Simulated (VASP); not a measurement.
Crystal: Al.

```xyz
1
Lattice="0.0000 2.0248 2.0248 2.0248 0.0000 2.0248 2.0248 2.0248 0.0000" Properties=species:S:1:pos:R:3 pbc="T T T"
Al    0.0000    0.0000    0.0000
```

| Item | Value |
| --- | --- |
| Program | VASP 6.6.1 |
| Task | relaxation of cell and atoms |
| Functional | LDA |
| Potentials or basis | VASP PAW LDA potentials, release 64 (Al) |
| Cutoff | 600 eV |
| k mesh | 11 × 11 × 11 |
| Occupations | fermi-dirac, width 0.05 eV |
| Spin | no spin polarisation |

At the start: pressure -3.6 GPa; volume 16.60 Å³/atom.

Problem. How do energy, volume and symmetry change on relaxing?

Solution. Over 3 steps the energy falls by 8.9 meV/atom and the volume is 15.84 Å³/atom (-4.6 %); space group Fm-3m (No. 225, to 0.05 Å).

The path:
```tsv
step	energy change (eV)	largest force (eV/Å)	pressure (GPa)	volume (Å³)
1	0.0000	0.0000	-3.61	16.60
2	-0.0087	0.0000	0.67	15.72
3	-0.0089	0.0000	0.01	15.84
```

Final structure:
```yaml
crystal:
  lattice:
    - [0.00000, 1.99339, 1.99339]
    - [1.99339, 0.00000, 1.99339]
    - [1.99339, 1.99339, 0.00000]
  atoms:
    - { symbol: Al, position: [0.00000, 0.00000, 0.00000] }
```

The cell as given is a measured one (16.60 Å³/atom); LDA puts the equilibrium volume -4.6 % from it, thermal expansion not counted.
